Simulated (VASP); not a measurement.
# InAs (F-43m) in VASP: notebook

Aim: see how the results for InAs move with the level of theory and the settings. Levels: PBE+D3(BJ), BLYP, PBE. Tasks: relaxation of cell and atoms, single point.

Everything below comes from runs of VASP 6.6.1. Logs are shortened: lines on timing, memory, paths and dates and some standing lists are left out, and cuts for length are marked.

**1. The cell of the first run**

Symmetry: F-43m, No. 216, cubic system. The conventional cell has a = 6.036 Å, b = 6.036 Å, c = 6.036 Å, α = 90.00°, β = 90.00°, γ = 90.00°. In (site symmetry -43m) has 4 As at 2.61 Å within 3.4 Å. Within 3.4 Å of As (site symmetry -43m) lie 4 In at 2.61 Å.

**2. Relaxation of cell and atoms, PBE+D3(BJ)**

The input, INCAR:

```
ALGO = Normal
EDIFF = 1E-6
EDIFFG = -0.005
ENCUT = 600
GGA = PE
IBRION = 2
ISIF = 3
ISMEAR = -1
IVDW = 12
LASPH = True
LCHARG = False
LREAL = False
LWAVE = False
NELM = 60
NSW = 80
PREC = Accurate
SIGMA = 0.05
```

The input, KPOINTS:

```
k-points
0
Gamma
  8 8 8
```

The input, POSCAR:

```
InAs
1.0
    0.0000000000      3.0180000000      3.0180000000
    3.0180000000      0.0000000000      3.0180000000
    3.0180000000      3.0180000000      0.0000000000
In As
1 1
Direct
    0.0000000000      0.0000000000      0.0000000000
    0.7500000000      0.7500000000      0.7500000000
```

Potentials or basis: VASP PAW PBE potentials, release 64 (In_d, As).

The run is started by

```
$ cat potpaw_PBE.64/In_d/POTCAR potpaw_PBE.64/As/POTCAR > POTCAR
$ mpirun -np 1 vasp_std > vasp.out
```

OUTCAR:

```text
EDIFF = 1E-6
   EDIFFG = -0.005
   ENCUT = 600
   GGA = PE
   IBRION = 2
   ISIF = 3
   ISMEAR = -1
   IVDW = 12
   LASPH = True
   LREAL = False
   NELM = 60
   NSW = 80
   PREC = Accurate
 IVDW          = 12

 ion  position               nearest neighbor table
   1  0.000  0.000  0.000-   2 2.61   2 2.61   2 2.61   2 2.61
   2  0.750  0.750  0.750-   1 2.61   1 2.61   1 2.61   1 2.61

  LATTYP: Found a face centered cubic cell.
 ALAT       =     6.0360000000

  Lattice vectors:

 A1 = (   0.0000000000,   3.0180000000,   3.0180000000)
 A2 = (   3.0180000000,   0.0000000000,   3.0180000000)
 A3 = (   3.0180000000,   3.0180000000,   0.0000000000)

Analysis of symmetry for initial positions (statically):
=====================================================================
 Subroutine PRICEL returns:
 Original cell was already a primitive cell.

 Routine SETGRP: Setting up the symmetry group for a
 face centered cubic supercell.

 Subroutine GETGRP returns: Found 24 space group operations
 (whereof 24 operations were pure point group operations)
 out of a pool of 48 trial point group operations.

The static configuration has the point symmetry T_d .

Analysis of symmetry for dynamics (positions and initial velocities):
=====================================================================
 Subroutine PRICEL returns:
 Original cell was already a primitive cell.

 Routine SETGRP: Setting up the symmetry group for a
 face centered cubic supercell.

 Subroutine GETGRP returns: Found 24 space group operations
 (whereof 24 operations were pure point group operations)
 out of a pool of 48 trial point group operations.

The dynamic configuration has the point symmetry T_d .

 Subroutine INISYM returns: Found 24 space group operations
 (whereof 24 operations are pure point group operations),
 and found     1 'primitive' translations

----------------------------------------------------------------------------------------

                                     Primitive cell

  volume of cell :      54.9778

  direct lattice vectors                    reciprocal lattice vectors
     0.000000000  3.018000000  3.018000000    -0.165672631  0.165672631  0.165672631
     3.018000000  0.000000000  3.018000000     0.165672631 -0.165672631  0.165672631
     3.018000000  3.018000000  0.000000000     0.165672631  0.165672631 -0.165672631

  length of vectors
     4.268096531  4.268096531  4.268096531     0.286953414  0.286953414  0.286953414

  position of ions in fractional coordinates (direct lattice)
     0.000000000  0.000000000  0.000000000
     0.750000000  0.750000000  0.750000000

  ion indices of the primitive-cell ions
   primitive index   ion index
                 1           1
                 2           2

----------------------------------------------------------------------------------------

 KPOINTS: k-points

Automatic generation of k-mesh.
 Grid dimensions read from file:
 generate k-points for:    8    8    8

 Generating k-lattice:

  Cartesian coordinates                     Fractional coordinates (reciprocal lattice)
    -0.020709079  0.020709079  0.020709079     0.125000000  0.000000000  0.000000000
     0.020709079 -0.020709079  0.020709079     0.000000000  0.125000000  0.000000000
     0.020709079  0.020709079 -0.020709079     0.000000000  0.000000000  0.125000000

  Length of vectors
     0.035869177  0.035869177  0.035869177

  Shift w.r.t. Gamma in fractional coordinates (k-lattice)
     0.000000000  0.000000000  0.000000000

 Subroutine IBZKPT returns following result:
 ===========================================

 Found     29 irreducible k-points:

 Following reciprocal coordinates:
            Coordinates               Weight
  0.000000  0.000000  0.000000      1.000000
  0.125000  0.000000  0.000000      8.000000
  0.250000  0.000000  0.000000      8.000000
  0.375000  0.000000  0.000000      8.000000
  0.500000  0.000000  0.000000      4.000000
  0.125000  0.125000  0.000000      6.000000
[... 16 lines left out ...]
  0.500000  0.250000  0.125000     48.000000
 -0.375000  0.250000  0.125000     24.000000
 [... further k-points ...]
   k-points           NKPTS =     29   k-points in BZ     NKDIM =     29   number of bands    NBANDS=     13
   number of dos      NEDOS =    301   number of ions     NIONS =      2
   total plane-waves  NPLWV =  46656
   dimension x,y,z NGX =    36 NGY =   36 NGZ =   36
   dimension x,y,z NGXF=    72 NGYF=   72 NGZF=   72
   ions per type =               1   1
   NGX,Y,Z   is equivalent  to a cutoff of  14.02, 14.02, 14.02 a.u.
   NGXF,Y,Z  is equivalent  to a cutoff of  28.04, 28.04, 28.04 a.u.
 SYSTEM =  unknown system
   PREC   = accura    normal or accurate (medium, high low for compatibility)
   ISTART =      0    job   : 0-new  1-cont  2-samecut
   ICHARG =      2    charge: 1-file 2-atom 10-const
   ISPIN  =      1    spin polarized calculation?
   LNONCOLLINEAR =      F non collinear calculations
   LSORBIT =      F    spin-orbit coupling
   LASPH  =      T    aspherical Exc in radial PAW
   ENCUT  =  600.0 eV  44.10 Ry    6.64 a.u.   8.52  8.52  8.52*2*pi/ulx,y,z
   NELM   =     60;   NELMIN=  2; NELMDL= -5     # of ELM steps
   EDIFF  = 0.1E-05   stopping-criterion for ELM
   LREAL  =      F    real-space projection
   EDIFFG = -.5E-02   stopping-criterion for IOM
   NSW    =     80    number of steps for IOM
   IBRION =      2    ionic relax: 0-MD 1-quasi-New 2-CG
   NFREE  =      1    steps in history (QN), initial steepest desc. (CG)
   ISIF   =      3    stress and relaxation
   ISYM   =      2    0-nonsym 1-usesym 2-fastsym
   POTIM  = 0.5000    time-step for ionic-motion
   TEBEG  =    0.0;   TEEND  =   0.0 temperature during run
   PSTRESS=    0.0 pullay stress
   NELECT =      18.0000    total number of electrons
   NUPDOWN=      -1.0000    fix difference up-down
   EMIN   =  10.00;   EMAX   =-10.00  energy-range for DOS
   EFERMI =   0.00;   METHOD = LEGACY
   ISMEAR =    -1;   SIGMA  =   0.05  broadening in eV -4-tet -1-fermi 0-gaus
   EFERMI_NEDOS =   21; number of points for ismear=-14 and -15
   IALGO  =     38    algorithm
   IMIX   =      4    mixing-type and parameters
     AMIX     =   0.40;   BMIX     =  1.00
     AMIX_MAG =   1.60;   BMIX_MAG =  1.00
  volume/ion in A,a.u.               =      27.49       185.50
  Fermi-wavevector in a.u.,A,eV,Ry     =   1.128331  2.132236 17.321990  1.273130
  Thomas-Fermi vector in A             =   2.265020
   LORBIT       =      0    0 simple, 1 ext, 2 COOP (PROOUT), +10 PAW based schemes
   GGA     = PE    functional components
   LHFCALC =     F    Hartree Fock is set to
   AEXX    =    0.0000 exact exchange contribution
   IVDW    =    12    specifies the selected vdW correction
   LEPSILON=     F    determine dielectric tensor
   LRPA    =     F    only Hartree local field effects (RPA)
 conjugate gradient relaxation of ions
 non-spin polarized calculation
  energy-cutoff  :      600.00
  volume of cell :       54.98
 maximum number of plane-waves:      1856
 NGX is ok and might be reduce to    36
   NGX = 17   NGY = 17   NGZ = 17

--------------------------------------- Ionic step        1  -------------------------------------------

 number of electron      18.0000003 magnetization

 Free energy of the ion-electron system (eV)
  ---------------------------------------------------
  ext. energy  EPLUGINS =         0.00000000
  ---------------------------------------------------
  free energy    TOTEN  =        -7.66166963 eV

  energy without entropy =       -7.66112199  energy(sigma->0) =       -7.66139581

 E-fermi :   4.6124     XC(G=0):  -9.1165

 val. band max:        4.5641317817   @ k =   0.0000   0.0000   0.0000
 cond. band min:       5.5325054995   @ k =   0.5000   0.0000   0.0000
 fundamental gap:      0.9683737178
 Fermi energy:         4.6123771979

 k-point     1 :       0.0000    0.0000    0.0000
  band No.  band energies     occupation
      1      -9.8397      2.00000
      2      -9.8397      2.00000
      3      -9.8397      2.00000
      4      -9.7115      2.00000
      5      -9.7115      2.00000
      6      -7.3327      2.00000
      7       4.3965      1.97370
      8       4.5641      1.44821
      9       4.5641      1.44821
     10       4.5641      1.44821
     11       8.4735      0.00000
     12       8.4735      0.00000
     13       8.4735      0.00000

 k-point     2 :       0.1250    0.0000    0.0000
  band No.  band energies     occupation
      1      -9.8602      2.00000
      2      -9.8337      2.00000
      3      -9.8337      2.00000
      4      -9.7116      2.00000
      5      -9.7116      2.00000
      6      -7.1696      2.00000
      7       2.6839      2.00000
      8       4.3702      1.98437
      9       4.3702      1.98437
     10       5.6844      0.00000
     11       8.6317      0.00000
[... 420 lines left out ...]
 POSITION                                       TOTAL-FORCE (eV/Angst)
 -----------------------------------------------------------------------------------
      6.15049      6.15049      6.15049         0.000000      0.000000      0.000000
      4.61287      4.61287      4.61287        -0.000000     -0.000000     -0.000000
 -----------------------------------------------------------------------------------
    total drift:                                0.000000      0.000000      0.000000

  FREE ENERGIE OF THE ION-ELECTRON SYSTEM (eV)
  ---------------------------------------------------
  free  energy   TOTEN  =        -8.3237457484 eV

  energy  without entropy=       -8.3231670444  energy(sigma->0) =       -8.32345640

--------------------------------------- Ionic step        3  -------------------------------------------

 number of electron      18.0000001 magnetization

 Free energy of the ion-electron system (eV)
  ---------------------------------------------------
  ext. energy  EPLUGINS =         0.00000000
  ---------------------------------------------------
  free energy    TOTEN  =        -7.70374567 eV

  energy without entropy =       -7.70317944  energy(sigma->0) =       -7.70346255

 E-fermi :   4.2302     XC(G=0):  -8.9479

 val. band max:        4.1799433862   @ k =   0.0000   0.0000   0.0000
 cond. band min:       5.0653018329   @ k =   0.5000   0.0000   0.0000
 fundamental gap:      0.8853584467
 Fermi energy:         4.2302436120

 k-point     1 :       0.0000    0.0000    0.0000
  band No.  band energies     occupation
      1     -10.1489      2.00000
      2     -10.1489      2.00000
      3     -10.1489      2.00000
      4     -10.0363      2.00000
      5     -10.0363      2.00000
      6      -7.4726      2.00000
      7       3.8153      1.99950
      8       4.1799      1.46448
      9       4.1799      1.46448
     10       4.1799      1.46447
     11       8.0714      0.00000
     12       8.0714      0.00000
     13       8.0714      0.00000

 k-point     2 :       0.1250    0.0000    0.0000
  band No.  band energies     occupation
      1     -10.1661      2.00000
      2     -10.1437      2.00000
      3     -10.1437      2.00000
      4     -10.0364      2.00000
      5     -10.0364      2.00000
      6      -7.3208      2.00000
      7       2.2728      2.00000
      8       3.9983      1.98083
      9       3.9983      1.98083
     10       5.1790      0.00000
     11       8.2001      0.00000
[... 380 lines left out ...]
 POSITION                                       TOTAL-FORCE (eV/Angst)
 -----------------------------------------------------------------------------------
      0.00000      0.00000      0.00000        -0.000000      0.000000      0.000000
      4.58551      4.58551      4.58551         0.000000     -0.000000     -0.000000
 -----------------------------------------------------------------------------------
    total drift:                                0.000000      0.000000      0.000000

  FREE ENERGIE OF THE ION-ELECTRON SYSTEM (eV)
  ---------------------------------------------------
  free  energy   TOTEN  =        -8.3267523822 eV

  energy  without entropy=       -8.3261861537  energy(sigma->0) =       -8.32646927

 reached required accuracy - stopping structural energy minimisation
```

It took 62 s on 1 thread of Intel Xeon 6975P-C, shared host; peak memory 0.23 GiB.

Results:

- Free energy: -8.3268 eV
- Relaxed volume: 28.57 Å³/atom
- Relaxed cell: a = 4.323 Å, b = 4.323 Å, c = 4.323 Å, α = 60.00°, β = 60.00°, γ = 60.00°
- Space group after relaxing (to 0.05 Å): F-43m (No. 216)
- Energy gained by relaxing: 7.4 meV/atom
- Ionic steps: 3
- Pressure after relaxing: 0.0 GPa
- Band gap on the k mesh: zero (filled and empty bands touch)
- Dispersion energy per atom: -0.312 eV

Step by step:
| step | energy change (eV) | largest force (eV/Å) | pressure (GPa) | volume (Å³) |
| --- | --- | --- | --- | --- |
| 1 | 0.0000 | 0.0000 | 2.29 | 54.98 |
| 2 | -0.0119 | 0.0000 | -0.94 | 58.17 |
| 3 | -0.0149 | 0.0000 | 0.02 | 57.14 |

Final structure:
```
In As
1.0
     0.00000    3.05701    3.05701
     3.05701    0.00000    3.05701
     3.05701    3.05701    0.00000
In As
1 1
Cartesian
  0.0000 0.0000 0.0000
  4.5855 4.5855 4.5855
```

Levels at points of the mesh, in eV from the Fermi level:
| k point | band 6 | band 7 | band 8 | band 9 | band 10 | band 11 | band 12 | band 13 |
| --- | --- | --- | --- | --- | --- | --- | --- | --- |
| (0.00, 0.00, 0.00) | -11.70 | -0.41 | -0.05 | -0.05 | -0.05 | 3.84 | 3.84 | 3.84 |
| (0.50, 0.00, 0.00) | -10.33 | -5.65 | -0.99 | -0.99 | 0.84 | 4.61 | 4.61 | 6.76 |
| (0.50, 0.50, 0.00) | -9.83 | -5.75 | -2.26 | -2.26 | 1.55 | 2.00 | 8.92 | 8.99 |

Caveat: spin-orbit coupling is left out, which moves the levels of the heavy elements; pairwise dispersion overbinds metals, which lowers pressure and volume. Zero-point motion and thermal expansion aren't in these numbers.

[end of part 1 of 3]
